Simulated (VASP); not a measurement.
# SnSe2 (P-3m1) in VASP: further runs

Runs on SnSe2. Level: PBE. Tasks: single point.

Everything below comes from runs of VASP 6.6.1. Logs are shortened: lines on timing, memory, paths and dates and some standing lists are left out, and cuts for length are marked.

## 1. The cell of the first run

Symmetry: P-3m1, No. 164, trigonal system. Conventional cell: a = 3.811 Å, b = 3.811 Å, c = 6.197 Å, α = 90.00°, β = 90.00°, γ = 120.00°. Sn (site symmetry -3m) has 6 Se at 2.69 Å within 3.5 Å. Se (site symmetry 3m) has 3 Sn at 2.69 Å within 3.5 Å.

## 2. Single point, PBE

INCAR

```
SYSTEM = SnSe2
PREC     = Accurate       ! precision mode
ENCUT    = 520            ! plane-wave cutoff, eV
EDIFF    = 1E-6           ! SCF threshold, eV
ISMEAR   = -1             ! smearing method
SIGMA    = 0.05           ! smearing width, eV
LREAL    = .FALSE.        ! projectors in reciprocal space
LASPH    = .TRUE.         ! aspherical terms in the spheres
NELM     = 80             ! most SCF steps
ALGO     = Normal         ! electronic algorithm
ISIF     = 2              ! what is computed and relaxed
LWAVE    = .FALSE.        ! write WAVECAR
LCHARG   = .FALSE.        ! write CHGCAR
GGA      = PE             ! functional
NBANDS   = 20             ! bands
```

KPOINTS

```
Automatic mesh
0
G
  6 6 4
  0 0 0
```

POSCAR

```
SnSe2
1.0
    3.8110000000      0.0000000000      0.0000000000
   -1.9055000000      3.3004228100      0.0000000000
    0.0000000000      0.0000000000      6.1973600000
Sn Se
1 2
Direct
    0.0000000000      0.0000000000      0.0000000000
    0.3333333333      0.6666666667      0.2490000000
    0.6666666667      0.3333333333      0.7510000000
```

Potentials or basis: VASP PAW PBE potentials, release 64 (Sn_d, Se).

Launch:

```
$ cat potpaw_PBE.64/Sn_d/POTCAR potpaw_PBE.64/Se/POTCAR > POTCAR
$ mpirun -np 1 vasp_std > vasp.out
```

OUTCAR:

```text
SYSTEM = SnSe2
   PREC = Accurate
   ENCUT = 520
   EDIFF = 1E-6
   ISMEAR = -1
   LREAL = .FALSE.
   LASPH = .TRUE.
   NELM = 80
   ISIF = 2
   GGA = PE

 ion  position               nearest neighbor table
   1  0.000  0.000  0.000-   2 2.69   3 2.69   3 2.69   2 2.69   3 2.69   2 2.69
   2  0.333  0.667  0.249-   1 2.69   1 2.69   1 2.69
   3  0.667  0.333  0.751-   1 2.69   1 2.69   1 2.69

  LATTYP: Found a hexagonal cell.
 ALAT       =     3.8110000000
 C/A-ratio  =     1.6261768565

  Lattice vectors:

 A1 = (   3.8110000000,   0.0000000000,   0.0000000000)
 A2 = (  -1.9055000000,   3.3004228100,   0.0000000000)
 A3 = (   0.0000000000,   0.0000000000,   6.1973600000)

Analysis of symmetry for initial positions (statically):
=====================================================================
 Subroutine PRICEL returns:
 Original cell was already a primitive cell.

 Routine SETGRP: Setting up the symmetry group for a
 hexagonal supercell.

 Subroutine GETGRP returns: Found 12 space group operations
 (whereof 12 operations were pure point group operations)
 out of a pool of 24 trial point group operations.

The static configuration has the point symmetry D_3d.

Analysis of symmetry for dynamics (positions and initial velocities):
=====================================================================
 Subroutine PRICEL returns:
 Original cell was already a primitive cell.

 Routine SETGRP: Setting up the symmetry group for a
 hexagonal supercell.

 Subroutine GETGRP returns: Found 12 space group operations
 (whereof 12 operations were pure point group operations)
 out of a pool of 24 trial point group operations.

The dynamic configuration has the point symmetry D_3d.

 Subroutine INISYM returns: Found 12 space group operations
 (whereof 12 operations are pure point group operations),
 and found     1 'primitive' translations

----------------------------------------------------------------------------------------

                                     Primitive cell

  volume of cell :      77.9498

  direct lattice vectors                    reciprocal lattice vectors
     3.811000000  0.000000000  0.000000000     0.262398321  0.151495741  0.000000000
    -1.905500000  3.300422810  0.000000000     0.000000000  0.302991482  0.000000000
     0.000000000  0.000000000  6.197360000     0.000000000  0.000000000  0.161359030

  length of vectors
     3.811000000  3.810999997  6.197360000     0.302991482  0.302991482  0.161359030

  position of ions in fractional coordinates (direct lattice)
     0.000000000  0.000000000  0.000000000
     0.333333333  0.666666667  0.249000000
     0.666666667  0.333333333  0.751000000

  ion indices of the primitive-cell ions
   primitive index   ion index
                 1           1
                 2           2
                 3           3

----------------------------------------------------------------------------------------

 KPOINTS: Automatic mesh

Automatic generation of k-mesh.
 Grid dimensions read from file:
 generate k-points for:    6    6    4

 Generating k-lattice:

  Cartesian coordinates                     Fractional coordinates (reciprocal lattice)
     0.043733053  0.025249290  0.000000000     0.166666667  0.000000000  0.000000000
     0.000000000  0.050498580  0.000000000     0.000000000  0.166666667  0.000000000
     0.000000000  0.000000000  0.040339758     0.000000000  0.000000000  0.250000000

  Length of vectors
     0.050498580  0.050498580  0.040339758

  Shift w.r.t. Gamma in fractional coordinates (k-lattice)
     0.000000000  0.000000000  0.000000000

 Subroutine IBZKPT returns following result:
 ===========================================

 Found     24 irreducible k-points:

 Following reciprocal coordinates:
            Coordinates               Weight
  0.000000  0.000000  0.000000      1.000000
  0.166667 -0.000000  0.000000      6.000000
  0.333333  0.000000  0.000000      6.000000
  0.500000  0.000000  0.000000      3.000000
  0.166667  0.166667  0.000000      6.000000
  0.333333  0.166667  0.000000     12.000000
[... 16 lines left out ...]
  0.333333  0.166667  0.500000     12.000000
  0.333333  0.333333  0.500000      2.000000
   k-points           NKPTS =     24   k-points in BZ     NKDIM =     24   number of bands    NBANDS=     20
   number of dos      NEDOS =    301   number of ions     NIONS =      3
   total plane-waves  NPLWV =  37632
   dimension x,y,z NGX =    28 NGY =   28 NGZ =   48
   dimension x,y,z NGXF=    56 NGYF=   56 NGZF=   96
   ions per type =               1   2
   NGX,Y,Z   is equivalent  to a cutoff of  12.21, 12.21, 12.88 a.u.
   NGXF,Y,Z  is equivalent  to a cutoff of  24.43, 24.43, 25.75 a.u.
 SYSTEM =  SnSe2
   PREC   = accura    normal or accurate (medium, high low for compatibility)
   ISTART =      0    job   : 0-new  1-cont  2-samecut
   ICHARG =      2    charge: 1-file 2-atom 10-const
   ISPIN  =      1    spin polarized calculation?
   LNONCOLLINEAR =      F non collinear calculations
   LSORBIT =      F    spin-orbit coupling
   LASPH  =      T    aspherical Exc in radial PAW
   ENCUT  =  520.0 eV  38.22 Ry    6.18 a.u.   7.09  7.09 11.52*2*pi/ulx,y,z
   NELM   =     80;   NELMIN=  2; NELMDL= -5     # of ELM steps
   EDIFF  = 0.1E-05   stopping-criterion for ELM
   LREAL  =      F    real-space projection
   EDIFFG = 0.1E-04   stopping-criterion for IOM
   NSW    =      0    number of steps for IOM
   IBRION =     -1    ionic relax: 0-MD 1-quasi-New 2-CG
   NFREE  =      0    steps in history (QN), initial steepest desc. (CG)
   ISIF   =      2    stress and relaxation
   ISYM   =      2    0-nonsym 1-usesym 2-fastsym
   POTIM  = 0.5000    time-step for ionic-motion
   TEBEG  =    0.0;   TEEND  =   0.0 temperature during run
   PSTRESS=    0.0 pullay stress
   NELECT =      26.0000    total number of electrons
   NUPDOWN=      -1.0000    fix difference up-down
   EMIN   =  10.00;   EMAX   =-10.00  energy-range for DOS
   EFERMI =   0.00;   METHOD = LEGACY
   ISMEAR =    -1;   SIGMA  =   0.05  broadening in eV -4-tet -1-fermi 0-gaus
   EFERMI_NEDOS =   21; number of points for ismear=-14 and -15
   IALGO  =     38    algorithm
   IMIX   =      4    mixing-type and parameters
     AMIX     =   0.40;   BMIX     =  1.00
     AMIX_MAG =   1.60;   BMIX_MAG =  1.00
  volume/ion in A,a.u.               =      25.98       175.34
  Fermi-wavevector in a.u.,A,eV,Ry     =   1.135344  2.145489 17.537996  1.289006
  Thomas-Fermi vector in A             =   2.272049
   LORBIT       =      0    0 simple, 1 ext, 2 COOP (PROOUT), +10 PAW based schemes
   GGA     = PE    functional components
[... 5 lines left out ...]
 non-spin polarized calculation
  energy-cutoff  :      520.00
  volume of cell :       77.95
 maximum number of plane-waves:      2121
   NGX = 15   NGY = 15   NGZ = 23

 number of electron      26.0000001 magnetization

 Free energy of the ion-electron system (eV)
  ---------------------------------------------------
  ext. energy  EPLUGINS =         0.00000000
  ---------------------------------------------------
  free energy    TOTEN  =       -11.76625413 eV

  energy without entropy =      -11.76622710  energy(sigma->0) =      -11.76624062

 E-fermi :   4.4477     XC(G=0):  -9.4068

 val. band max:        3.9930271580   @ k =   0.0000   0.0000   0.0000
 cond. band min:       4.8638416374   @ k =   0.5000   0.0000   0.2500
 fundamental gap:      0.8708144794
 Fermi energy:         4.4476539816

 k-point     1 :       0.0000    0.0000    0.0000
  band No.  band energies     occupation
      1     -17.1905      2.00000
      2     -17.1905      2.00000
      3     -17.1527      2.00000
      4     -17.1383      2.00000
      5     -17.1383      2.00000
      6      -9.8657      2.00000
[... 12 lines left out ...]
     19      13.0214      0.00000
     20      13.0214      0.00000

 k-point     2 :       0.1667   -0.0000    0.0000
  band No.  band energies     occupation
      1     -17.2038      2.00000
      2     -17.1818      2.00000
      3     -17.1474      2.00000
      4     -17.1415      2.00000
      5     -17.1360      2.00000
      6      -9.5920      2.00000
[... 12 lines left out ...]
     19      12.3457      0.00000
     20      13.3042      0.00000

 k-point     3 :       0.3333    0.0000    0.0000
  band No.  band energies     occupation
      1     -17.2337      2.00000
      2     -17.1720      2.00000
      3     -17.1565      2.00000
      4     -17.1249      2.00000
      5     -17.1236      2.00000
      6      -8.8603      2.00000
[... 12 lines left out ...]
     19      13.0428      0.00000
     20      13.7904      0.00000

 k-point     4 :       0.5000    0.0000    0.0000
  band No.  band energies     occupation
      1     -17.2493      2.00000
      2     -17.1706      2.00000
      3     -17.1612      2.00000
      4     -17.1158      2.00000
      5     -17.1139      2.00000
      6      -8.2237      2.00000
[... 12 lines left out ...]
     19      14.0091      0.00000
     20      14.6309      0.00000

 k-point     5 :       0.1667    0.1667    0.0000
  band No.  band energies     occupation
      1     -17.2194      2.00000
      2     -17.1800      2.00000
      3     -17.1485      2.00000
      4     -17.1396      2.00000
      5     -17.1234      2.00000
      6      -9.0831      2.00000
[... 12 lines left out ...]
     19      11.1123      0.00000
     20      14.1710      0.00000
[... 353 lines left out ...]
      6      -8.1335      2.00000
[... 12 lines left out ...]
     19      13.8596      0.00000
     20      14.7190      0.00000

 k-point    22 :       0.1667    0.1667    0.5000
  band No.  band energies     occupation
      1     -17.2195      2.00000
      2     -17.1800      2.00000
      3     -17.1485      2.00000
      4     -17.1396      2.00000
      5     -17.1234      2.00000
      6      -8.9368      2.00000
[... 12 lines left out ...]
     19      12.1034      0.00000
     20      13.2239      0.00000

 k-point    23 :       0.3333    0.1667    0.5000
  band No.  band energies     occupation
      1     -17.2344      2.00000
      2     -17.1830      2.00000
      3     -17.1524      2.00000
      4     -17.1266      2.00000
      5     -17.1151      2.00000
      6      -8.1987      2.00000
[... 12 lines left out ...]
     19      12.5023      0.00000
     20      13.7497      0.00000

 k-point    24 :       0.3333    0.3333    0.5000
  band No.  band energies     occupation
      1     -17.2108      2.00000
      2     -17.2108      2.00000
      3     -17.1354      2.00000
      4     -17.1354      2.00000
      5     -17.1197      2.00000
      6      -7.7555      2.00000
[... 12 lines left out ...]
     19      13.0912      0.00000
     20      13.1720      0.00000

------------------------ aborting loop because EDIFF is reached ----------------------------------------

  FORCE on cell =-STRESS in cart. coord.  units (eV):
  Direction    XX          YY          ZZ          XY          YZ          ZX
  --------------------------------------------------------------------------------------
  -------------------------------------------------------------------------------------
  Total        2.2394002      2.2394002      2.6473075      0.0000000     -0.0000000      0.0000000
  in kB       46.0285240     46.0285239     54.4126293      0.0000000     -0.0000000      0.0000000
  external PRESSURE =      48.8232257 kB  Pullay stress =       0.0000000 kB

 VOLUME and BASIS-vectors are now :
 -----------------------------------------------------------------------------
  energy-cutoff  :      520.00
  volume of cell :       77.95
      direct lattice vectors                 reciprocal lattice vectors
     3.811000000  0.000000000  0.000000000     0.262398321  0.151495741  0.000000000
    -1.905500000  3.300422810  0.000000000     0.000000000  0.302991482  0.000000000
     0.000000000  0.000000000  6.197360000     0.000000000  0.000000000  0.161359030

 POSITION                                       TOTAL-FORCE (eV/Angst)
 -----------------------------------------------------------------------------------
      0.00000      0.00000      0.00000        -0.000000      0.000000      0.000000
     -0.00000      2.20028      1.54314         0.000000      0.000000      0.644541
      1.90550      1.10014      4.65422         0.000000      0.000000     -0.644541
 -----------------------------------------------------------------------------------
    total drift:                                0.000000      0.000000     -0.000000

  FREE ENERGIE OF THE ION-ELECTRON SYSTEM (eV)
  ---------------------------------------------------
  free  energy   TOTEN  =       -11.7662541340 eV

  energy  without entropy=      -11.7662270981  energy(sigma->0) =      -11.76624062
```

Run time: 26 s. Hardware: 1 thread of Intel Xeon Platinum 8259CL at 2.50GHz (Skylake/Cascade Lake), shared host; peak memory 0.2 GiB.

What came out:

| Property | Result |
| --- | --- |
| Free energy | -11.7663 eV |
| Pressure | 4.9 GPa |
| Largest force | 0.645 eV/Å |
| Band gap on the k mesh | 0.87 eV, indirect (least direct gap 1.16 eV) |

Forces in eV/Å, atoms in the order of the input:
```
Sn   0.000  0.000  0.000
Se   0.000  0.000  0.645
Se   0.000  0.000 -0.645
```

Caveat: spin-orbit coupling is left out, which moves the levels of the heavy elements; this functional lacks dispersion, which binds the layers, so the pressure and a relaxed spacing across them are unreliable. A k mesh can miss the band edges.

## 3. Single point, PBE

This run uses another cell than the first one, of 26.24 Å³/atom, 1.010 times its volume.

INCAR

```
SYSTEM = SnSe2
  PREC = Accurate
  ENCUT = 520
  EDIFF = 1E-7
  ISMEAR = -1
  SIGMA = 0.05
  LREAL = .FALSE.
  LASPH = .TRUE.
  NELM = 80
  ALGO = Normal
  ISIF = 2
  LWAVE = .FALSE.
  LCHARG = .FALSE.
  GGA = PE
  NBANDS = 20
```

KPOINTS is that of step 2.

POSCAR: that of step 2 with these lines changed.

```diff
@@ -4,3 +4,3 @@
    -1.9055000000      3.3004228100      0.0000000000
-    0.0000000000      0.0000000000      6.1973600000
+    0.0000000000      0.0000000000      6.2587200000
 Sn Se
```

Potentials or basis: VASP PAW PBE potentials, release 64 (Sn_d, Se).

Launch:

```
$ cat potpaw_PBE.64/Sn_d/POTCAR potpaw_PBE.64/Se/POTCAR > POTCAR
$ mpirun -np 1 vasp_std > vasp.out
```

Wall time 32 s (1 thread of Intel Xeon Platinum 8259CL at 2.50GHz (Skylake/Cascade Lake), shared host); peak memory 0.2 GiB.

The run converged. Its results:

| Item | Value |
| --- | --- |
| Free energy | -11.7899 eV |
| Pressure | 4.1 GPa |
| Largest force | 0.495 eV/Å |
| Band gap on the k mesh | 0.83 eV, indirect (least direct gap 1.23 eV) |

Forces in eV/Å, atoms in the order of the input:
```
Sn   0.000  0.000  0.000
Se   0.000  0.000  0.495
Se   0.000  0.000 -0.495
```

Stress tensor (GPa, compression positive):
```
4.04 0.00 0.00
0.00 4.04 0.00
0.00 0.00 4.33
```

Levels at points of the mesh, in eV from the valence-band top:
```tsv
k point	band 9	band 10	band 11	band 12	band 13	band 14	band 15	band 16	band 17	band 18
(0.00, 0.00, 0.00)	-0.54	-0.54	-0.24	-0.24	-0.08	1.15	3.11	4.72	4.72	8.05
(0.50, 0.00, 0.00)	-4.36	-2.80	-2.47	-1.13	-0.23	1.20	3.85	5.49	5.50	7.02
(0.00, 0.00, 0.50)	-1.99	-0.62	-0.62	-0.10	-0.10	2.50	3.05	4.49	4.49	8.16
(0.50, 0.00, 0.50)	-4.76	-2.32	-1.97	-0.75	-0.57	0.83	4.28	4.83	5.83	6.27
```

Caveat: spin-orbit coupling is left out, which moves the levels of the heavy elements; this functional lacks dispersion, which binds the layers, so the pressure and a relaxed spacing across them are unreliable. A k mesh can miss the band edges.

(Continued in part 2 of 2.)
